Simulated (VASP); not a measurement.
Runs of VASP 6.6.1 on Os. The structure is that of space group P6_3/mmc (No. 194), or close to it. The cells are those of the table. 

```tsv
potentials or basis	cell	k mesh	cutoff (eV)	smearing	gap on the mesh (eV)	pressure (GPa)
VASP PAW LDA potentials, release 64 (Os_sv_GW)	a = 2.718, b = 2.718, c = 4.284 Å, angles 90.0, 90.0, 120.0°, 2 atoms	13 × 13 × 8	560	fermi-dirac 1 eV	none	24.7
VASP PAW LDA potentials, release 64 (Os)	a = 2.643, b = 2.643, c = 4.167 Å, angles 90.0, 90.0, 120.0°, 2 atoms	22 × 22 × 12	520	fermi-dirac 0.1 eV	none	47.9
VASP PAW LDA potentials, release 64 (Os_sv_GW)	a = 2.718, b = 2.718, c = 4.284 Å, angles 90.0, 90.0, 120.0°, 2 atoms	13 × 13 × 8	560	gaussian 0.6 eV	none	1.3
VASP PAW LDA potentials, release 64 (Os_sv_GW)	a = 2.718, b = 2.718, c = 4.284 Å, angles 90.0, 90.0, 120.0°, 2 atoms	13 × 13 × 8	560	methfessel-paxton 0.3 eV	none	0.4
VASP PAW LDA potentials, release 64 (Os_sv_GW)	a = 2.718, b = 2.718, c = 4.284 Å, angles 90.0, 90.0, 120.0°, 2 atoms	13 × 13 × 8	560	gaussian 0.3 eV	none	(c)
VASP PAW LDA potentials, release 64 (Os)	a = 2.718, b = 2.718, c = 4.284 Å, angles 90.0, 90.0, 120.0°, 2 atoms	22 × 22 × 12	520	fermi-dirac 0.1 eV	none	1.1
VASP PAW LDA potentials, release 64 (Os_sv_GW)	a = 2.718, b = 2.718, c = 4.284 Å, angles 90.0, 90.0, 120.0°, 2 atoms	13 × 13 × 8	560	gaussian 0.01 eV	none	0.4
VASP PAW LDA potentials, release 64 (Os)	a = 2.822, b = 2.822, c = 4.449 Å, angles 90.0, 90.0, 120.0°, 2 atoms	22 × 22 × 12	520	fermi-dirac 0.1 eV	none	-38.4
VASP PAW LDA potentials, release 64 (Os_sv_GW)	a = 2.718, b = 2.718, c = 4.284 Å, angles 90.0, 90.0, 120.0°, 2 atoms	13 × 13 × 8	560	methfessel-paxton 0.03 eV	none	0.4
VASP PAW LDA potentials, release 64 (Os)	a = 2.604, b = 2.604, c = 4.106 Å, angles 90.0, 90.0, 120.0°, 2 atoms	22 × 22 × 12	520	fermi-dirac 0.1 eV	none	(b)
VASP PAW LDA potentials, release 64 (Os)	a = 2.788, b = 2.788, c = 4.396 Å, angles 90.0, 90.0, 120.0°, 2 atoms	22 × 22 × 12	520	fermi-dirac 0.1 eV	none	(a)
```

Alike in all rows: task single point; level LDA; no spin polarisation.

Problem. Fill in the values left out.

Solution. (a) -28.3; (b) 81.0; (c) 0.6.

Caveats: spin-orbit coupling is left out, which moves the levels of the heavy elements; so wide a smearing shifts energies and pressures (at least some runs); the cell stands under tension (at least some runs); the stress differs along the axes, from 22 to 31 GPa (at least some runs); the cell stands under pressure (at least some runs); the stress differs along the axes, from 79 to 85 GPa (at least some runs).

A k mesh can miss the band edges, and the runs leave out spin-orbit coupling on Os.

A gap of «none» marks levels without a gap at the run's occupations.

The runs don't all hold the same shells in valence.
